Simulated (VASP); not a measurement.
Input of a VASP 6.6.1 run:

Contents of INCAR:

```
SYSTEM = CoSiGe3
PREC     = Accurate       ! precision mode
ENCUT    = 520            ! plane-wave cutoff, eV
EDIFF    = 1E-7           ! SCF threshold, eV
ISMEAR   = 0              ! smearing method
SIGMA    = 0.1            ! smearing width, eV
LREAL    = .False.        ! projectors in reciprocal space
LASPH    = .True.         ! aspherical terms in the spheres
NELM     = 150            ! most SCF steps
ALGO     = Normal         ! electronic algorithm
ISIF     = 2              ! what is computed and relaxed
LWAVE    = .False.        ! write WAVECAR
LCHARG   = .False.        ! write CHGCAR
ISPIN    = 2              ! spin polarisation
MAGMOM   = 2.26 0 0 0 0   ! initial moments
LORBIT   = 11             ! projections on sites
LMAXMIX  = 4              ! l up to which the mixer works
GGA      = PE             ! functional
NBANDS   = 40             ! bands
```

File KPOINTS:

```
Automatic mesh
0
Gamma
  8 8 8
  0 0 0
```

Contents of POSCAR:

```
CoSiGe3
1.0
    4.7413645131      0.0000000000      0.0000000000
    0.0000000000      4.7413645131      0.0000000000
    0.0000000000      0.0000000000      4.7413645131
Co Si Ge
1 1 3
Direct
    0.0000000000      0.0000000000      0.0000000000
    0.5000000000      0.5000000000      0.5000000000
    0.0000000000      0.5000000000      0.5000000000
    0.5000000000      0.5000000000      0.0000000000
    0.5000000000      0.0000000000      0.5000000000
```

Potentials or basis: VASP PAW PBE potentials, release 64 (Co, Si, Ge_d).

Launch:

```bash
$ cat potpaw_PBE.64/Co/POTCAR potpaw_PBE.64/Si/POTCAR potpaw_PBE.64/Ge_d/POTCAR > POTCAR
$ mpirun -np 1 vasp_std > vasp.out
```

(1) Estimate the site moments.

(2) Estimate the net moment.

(3) Estimate the pressure.

Answers

(1) Co +2.00; Si -0.00; Ge -0.01 μB.

(2) 2.00 μB per cell.

(3) -0.1 GPa.
